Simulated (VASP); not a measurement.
Set up this calculation in VASP 6.6.1, as the native input.

| Item | Value |
| --- | --- |
| Task | relaxation of cell and atoms |
| Functional | PBE |
| Potentials or basis | VASP PAW PBE potentials, release 64 (Mg, H) |
| Cutoff | 600 eV |
| k mesh | 5 × 5 × 3 |
| Occupations | gaussian, width 0.15 eV |
| Spin | no spin polarisation |
| Dipole correction | no |
| Further INCAR settings | ALGO = Normal; EDIFF = 1e-07; IBRION = 2; EDIFFG = -0.08; NSW = 36; ISIF = 3 |

The structure of MgH2 lies in POSCAR:

```
MgH2
1.0
    2.9053677300      0.0000000000      0.0000000000
   -1.4526838600      2.5161222600      0.0000000000
    0.0000000000      0.0000000000      4.2584140500
Mg H
1 2
Direct
    0.0000000000      0.0000000000      0.0000000000
    0.0000000000      0.0000000000      0.6581086900
    0.0000000000      0.0000000000      0.3418913100
```

The input as run:

INCAR

```
SYSTEM = MgH2
PREC = Accurate ; ENCUT = 600
EDIFF = 1E-7 ; ISMEAR = 0
SIGMA = 0.15 ; LREAL = .False.
LASPH = .True. ; NELM = 120
ALGO = Normal ; ISIF = 3
LWAVE = .False. ; LCHARG = .False.
GGA = PE ; IBRION = 2
NSW = 36 ; EDIFFG = -0.08
GGA_COMPAT = .False. ; NELMIN = 4
```

KPOINTS

```
Automatic mesh
0
Gamma
  5 5 3
  0 0 0
```

Potentials or basis: VASP PAW PBE potentials, release 64 (Mg, H).

Command:

```console
$ cat potpaw_PBE.64/Mg/POTCAR potpaw_PBE.64/H/POTCAR > POTCAR
$ mpirun -np 1 vasp_std > vasp.out
```

Results of the run:

```
Relaxed volume                         : 16.14 Å³/atom
Relaxed cell                           : a = 3.067 Å, b = 3.067 Å, c = 5.945 Å, α = 90.00°, β = 90.00°, γ = 120.00°
Space group after relaxing (to 0.05 Å) : P6/mmm (No. 191)
Energy gained by relaxing              : 1051.4 meV/atom
Ionic steps                            : 10
Pressure after relaxing                : -0.6 GPa
Largest force after relaxing           : 0.054 eV/Å
Band gap on the k mesh                 : zero (band 2 reaches 0.47 eV, above the bottom of band 3 at -0.81 eV)
```

Caveat: the k points lie up to 0.47 Å⁻¹ apart in the final cell; the volume moved by over 15 % at a fixed basis, so the end points are rough; the relaxation stopped at a loose force limit of 0.08 eV/Å, so its end isn't a converged minimum.

Run time: 41 s on 1 thread of Intel(R) Xeon(R) Platinum 8488C (Sapphire Rapids), with other jobs on the host, peak memory 0.15 GiB.
